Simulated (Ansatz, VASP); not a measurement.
**NbSi: VASP beside Ansatz**

INCAR

```
PREC = Accurate
ENCUT = 520
EDIFF = 1E-6
ISMEAR = -1
SIGMA = 0.1
LREAL = F
LASPH = T
NELM = 100
ALGO = Normal
ISIF = 2
LWAVE = F
LCHARG = F
GGA = CA
NBANDS = 16
```

File KPOINTS:

```
Automatic mesh
0
Gamma
  14 14 14
```

Contents of POSCAR:

```
NbSi
1.0
    2.4684058368      0.0000000000      0.0000000000
    0.0000000000      2.4684058368      0.0000000000
    0.0000000000      0.0000000000      2.4684058368
Nb Si
1 1
Direct
    0.0000000000      0.0000000000      0.0000000000
    0.5000000000      0.5000000000      0.5000000000
```

Input for Ansatz:

```yaml
crystal:
  lattice:
    - [2.4684058368, 0.0, 0.0]
    - [0.0, 2.4684058368, 0.0]
    - [0.0, 0.0, 2.4684058368]
  atoms:
    - { symbol: Nb, position: [0.0, 0.0, 0.0] }
    - { symbol: Si, position: [0.5, 0.5, 0.5] }
kpoints:
  mp_grid: { grid: [14, 14, 14] }
scf:
  occupations: { method: fermi_dirac, width: 0.1 }
hamiltonian:
  xc: lda
  pseudopotentials: { kind: all_electron, lapw: { basis_error: 0.001 } }
output:
  forces: true
  stress: true
  eigenvalues: true
  populations: true
```

Change from the starting cell: volume scaled by 0.5, LAPW.

Alike in both runs: task single point; functional LDA; k mesh 14 × 14 × 14; occupations fermi-dirac, width 0.1 eV; no spin polarisation.

|  | VASP | Ansatz |
| --- | --- | --- |
| version | VASP 6.6.1 | Ansatz 0.2.0 |
| potentials or method | VASP PAW LDA potentials, release 64 (Nb_sv, Si), cutoff 520 eV | all-electron LAPW, scalar-relativistic |

Ansatz gave:

- pressure (GPa): 493.2

Problem. Estimate VASP's values.

Solution. Pressure (GPa): 496.4.

LDA's correlation is that of Perdew and Zunger in VASP and of Perdew and Wang (1992) in Ansatz. Both programs put the cell under a high pressure, so it lies far from rest at this level. Ansatz ran all-electron here, and VASP with PAW potentials.

Noted on VASP's run: the cell as given lies far from equilibrium.
